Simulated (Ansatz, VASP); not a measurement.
## One calculation of Te2Mo, two programs

The input INCAR:

```
SYSTEM = Te2Mo
PREC = Accurate
ENCUT = 520
EDIFF = 1E-6
ISMEAR = 0
SIGMA = 0.05
LREAL = .False.
LASPH = .True.
NELM = 100
ALGO = Normal
ISIF = 2
LWAVE = .False.
LCHARG = .False.
GGA = PE
IVDW = 12
NBANDS = 35
```

The input KPOINTS:

```
regular mesh
0
Gamma
  12 12 2
  0 0 0
```

The input POSCAR:

```
Te2Mo
1.0
    3.6799622100      0.0000000000      0.0000000000
   -1.8399811050      3.1869407589      0.0000000000
    0.0000000000      0.0000000000     13.7008448353
Te Mo
4 2
Direct
    0.3333333333      0.6666666667      0.6173401526
    0.6666666667      0.3333333333      0.1173401526
    0.3333333333      0.6666666667      0.8826598474
    0.6666666667      0.3333333333      0.3826598474
    0.3333333333      0.6666666667      0.2500000000
    0.6666666667      0.3333333333      0.7500000000
```

Input for Ansatz:

```yaml
crystal:
  lattice:
    - [3.67996221, 0.0, 0.0]
    - [-1.839981105, 3.1869407589, 0.0]
    - [0.0, 0.0, 13.7008448353]
  atoms:
    - { symbol: Te, position: [0.3333333333, 0.6666666667, 0.6173401526] }
    - { symbol: Te, position: [0.6666666667, 0.3333333333, 0.1173401526] }
    - { symbol: Te, position: [0.3333333333, 0.6666666667, 0.8826598474] }
    - { symbol: Te, position: [0.6666666667, 0.3333333333, 0.3826598474] }
    - { symbol: Mo, position: [0.3333333333, 0.6666666667, 0.25] }
    - { symbol: Mo, position: [0.6666666667, 0.3333333333, 0.75] }
basis:
  ecutwfc: 420
kpoints:
  mp_grid: { grid: [12, 12, 2] }
hamiltonian:
  xc: pbe
  dispersion: d3bj
scf:
  occupations: { method: gaussian, width: 0.05 }
output:
  forces: true
  stress: true
  eigenvalues: true
  write_density: true
  write_potential: true
  elf: true
  volumetric_format: npy
```

Change from the starting cell: strain +0.0525 x Voigt [1, 1, 0, 0, 0, 0], atoms carried along.

Alike in both runs: task single point; functional PBE; dispersion D3(BJ); k mesh 12 × 12 × 2; occupations gaussian, width 0.05 eV; no spin polarisation.

```csv
,VASP,Ansatz
version,VASP 6.6.1,Ansatz 0.2.0
potentials or method,"VASP PAW PBE potentials, release 64 (Te, Mo_sv), cutoff 520 eV","scalar-relativistic, plane waves, PAW"
valence electrons in the cell,52,92
```

Ansatz gave:

- gap on the k mesh at the Fermi level (eV): 0.50
- least direct gap on the mesh (eV): 0.79
- pressure (GPa): -7.8
- traceless stress, the component that is largest in VASP (GPa): 1.74
- rms of the force components (eV/Å): 0.366

Estimate VASP's values.

gap on the k mesh at the Fermi level (eV): 0.48; least direct gap on the mesh (eV): 0.79; pressure (GPa): -7.8; traceless stress, the component that is largest in VASP (GPa): 1.78; rms of the force components (eV/Å): 0.360.

Atom by atom the forces differ by 0.006 eV/Å (rms over components). VASP's potentials hold 52 valence electrons a cell and Ansatz's 92, so a difference there can come from the potentials and not from the codes. Ansatz's warnings: dispersion switch in reach.

Spin-orbit coupling is off throughout.
